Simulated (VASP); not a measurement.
Input of a VASP 6.6.1 run:

The input INCAR:

```
SYSTEM = Co
PREC = Accurate ; ENCUT = 690
EDIFF = 1E-6 ; ISMEAR = -1
SIGMA = 0.02 ; LREAL = .False.
LASPH = .True. ; NELM = 200
ALGO = Normal ; ISIF = 2
LWAVE = .False. ; LCHARG = .False.
ISPIN = 2 ; MAGMOM = 2.5 2.5
LORBIT = 11 ; LMAXMIX = 4
GGA = PS ; NBANDS = 28
GGA_COMPAT = .False.
```

The input KPOINTS:

```
regular mesh
0
Gamma
  12 12 6
  0 0 0
```

Contents of POSCAR:

```
Co
1.0
    2.4575393778      0.0000000000      0.0000000000
   -1.2287696889      2.1282915320      0.0000000000
    0.0000000000      0.0000000000      3.9552721783
Co
2
Direct
    0.3333333333      0.6666666667      0.2500000000
    0.6666666667      0.3333333333      0.7500000000
```

Potentials or basis: VASP PAW PBE potentials, release 64 (Co_sv).

The run is started by

```console
$ cat potpaw_PBE.64/Co_sv/POTCAR > POTCAR
$ mpirun -np 1 vasp_std > vasp.out
```

Question: Predict the pressure.

Answer: -1.6 GPa.

Question: Predict the site moments.

Answer: Co +1.59 μB.

Question: What does it give for the net moment?

Answer: 3.07 μB per cell.

Caveat: the PAW data sets were made with another functional, which shifts forces and pressure a little.
